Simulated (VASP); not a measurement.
CdF2: single point with PBEsol

The system is CdF2.

```
Cd F
1.0
     0.00000    2.51709    3.09588
     2.46325    0.00000    3.09588
     2.46325    2.51709    0.00000
Cd F
1 2
Cartesian
  0.0000 0.0000 0.0000
  1.2316 1.2585 1.5479
  3.6949 3.7756 4.6438
```

This cell differs from its parent crystal: strain +e along x and -e along y -0.0100, strain +e along z and -e/2 along x and y +0.1500.

```json
{
 "Program": "VASP 6.6.1",
 "Task": "single point",
 "Functional": "PBEsol",
 "Potentials or basis": "VASP PAW PBE potentials, release 64 (Cd, F)",
 "Cutoff": "520 eV",
 "k mesh": "8 × 8 × 8",
 "Occupations": "gaussian, width 0.05 eV",
 "Spin": "no spin polarisation",
 "Dipole correction": "no",
 "Further INCAR settings": "ALGO = Normal; EDIFF = 1e-06; NBANDS = 20"
}
```

```json
{
  "Pressure": "1.8 GPa",
  "Band gap on the k mesh": "1.97 eV (least direct gap 2.53 eV)"
}
```

Stress tensor (GPa, compression positive):
```
 11.91   0.00   0.00
  0.00   8.90   0.00
  0.00   0.00 -15.52
```

Levels at points of the mesh, in eV from the valence-band top:
| k point | band 10 | band 11 | band 12 | band 13 | band 14 | band 15 | band 16 | band 17 |
| --- | --- | --- | --- | --- | --- | --- | --- | --- |
| (0.00, 0.00, 0.00) | -1.21 | -0.78 | -0.72 | -0.56 | 1.97 | 12.07 | 12.11 | 12.69 |
| (0.50, 0.00, 0.00) | -2.35 | -1.94 | -0.95 | -0.83 | 6.30 | 7.74 | 13.62 | 14.83 |
| (0.50, 0.50, 0.00) | -3.15 | -1.45 | -0.25 | -0.10 | 6.81 | 9.57 | 11.94 | 14.10 |
| (0.50, 0.00, 0.50) | -3.23 | -0.76 | -0.35 | 0.00 | 7.26 | 8.26 | 11.21 | 11.84 |
| (0.00, 0.50, 0.50) | -3.34 | -0.74 | -0.20 | -0.12 | 7.10 | 8.37 | 11.32 | 11.77 |

Run time: 2.2 min on 1 thread of Oxide Virtual Turin-like Processor, with other jobs on the host, peak memory 0.17 GiB.

Caveat: the cell differs from its parent crystal (strain +e along x and -e along y -0.0100, strain +e along z and -e/2 along x and y +0.1500); the stress differs along the axes, from -16 to 12 GPa; the PAW data sets were made with another functional, which shifts forces and pressure a little. A k mesh can miss the band edges.
